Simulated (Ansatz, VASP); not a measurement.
SiNi in VASP and in Ansatz

INCAR

```
SYSTEM = SiNi
PREC = Accurate
ENCUT = 520
EDIFF = 1E-6
ISMEAR = 0
SIGMA = 0.15
LREAL = .FALSE.
LASPH = .TRUE.
NELM = 60
ALGO = Fast
ISIF = 2
LWAVE = .FALSE.
LCHARG = .FALSE.
GGA = PS
NBANDS = 38
```

KPOINTS

```
regular mesh
0
G
  8 12 8
  0 0 0
```

Contents of POSCAR:

```
SiNi
1.0
    5.0878282843      0.0000000000      0.0000000000
    0.0000000000      3.4249269208      0.0000000000
    0.0000000000      0.0000000000      5.5278301702
Si Ni
4 4
Direct
    0.3214276657      0.7500000000      0.0865554855
    0.1785723343      0.2500000000      0.5865554855
    0.8214276657      0.7500000000      0.4134445145
    0.6785723343      0.2500000000      0.9134445145
    0.0093007310      0.2500000000      0.1873863638
    0.4906992690      0.7500000000      0.6873863638
    0.5093007310      0.2500000000      0.3126136362
    0.9906992690      0.7500000000      0.8126136362
```

Input for Ansatz:

```yaml
crystal:
  lattice:
    - [5.0878282843, 0.0, 0.0]
    - [0.0, 3.4249269208, 0.0]
    - [0.0, 0.0, 5.5278301702]
  atoms:
    - { symbol: Si, position: [0.3214276657, 0.75, 0.0865554855] }
    - { symbol: Si, position: [0.1785723343, 0.25, 0.5865554855] }
    - { symbol: Si, position: [0.8214276657, 0.75, 0.4134445145] }
    - { symbol: Si, position: [0.6785723343, 0.25, 0.9134445145] }
    - { symbol: Ni, position: [0.009300731, 0.25, 0.1873863638] }
    - { symbol: Ni, position: [0.490699269, 0.75, 0.6873863638] }
    - { symbol: Ni, position: [0.509300731, 0.25, 0.3126136362] }
    - { symbol: Ni, position: [0.990699269, 0.75, 0.8126136362] }
basis:
  ecutwfc: 420
kpoints:
  mp_grid: { grid: [8, 12, 8] }
hamiltonian:
  xc: pbesol
scf:
  occupations: { method: gaussian, width: 0.15 }
output:
  forces: true
  stress: true
  eigenvalues: true
```

Change from the starting cell: strain +0.0200 x Voigt [0, 1, 0, 0, 0, 0], atoms carried along.

Alike in both runs: task single point; functional PBEsol; k mesh 8 × 12 × 8; occupations gaussian, width 0.15 eV; no spin polarisation.

```csv
,VASP,Ansatz
version,VASP 6.6.1,Ansatz 0.2.0
potentials or method,"VASP PAW PBE potentials, release 64 (Si, Ni), cutoff 520 eV","scalar-relativistic, plane waves, PAW"
valence electrons in the cell,56,88
```

VASP gave:

| Property | Result |
| --- | --- |
| gap on the k mesh at the Fermi level (eV) | none |
| pressure (GPa) | -4.0 |
| traceless stress, the component that is largest in VASP (GPa) | -1.93 |
| rms of the force components (eV/Å) | 0.064 |

Question: Estimate Ansatz's values.

Answer: gap on the k mesh at the Fermi level (eV): none; pressure (GPa): -3.6; traceless stress, the component that is largest in VASP (GPa): -1.83; rms of the force components (eV/Å): 0.062.

VASP's potentials were made for PBE, not for PBEsol. Atom by atom the forces differ by 0.006 eV/Å (rms over components). A gap of «none» marks a metal or a gap that the smearing closes. VASP's potentials hold 56 valence electrons a cell and Ansatz's 88, so a difference there can come from the potentials and not from the codes.
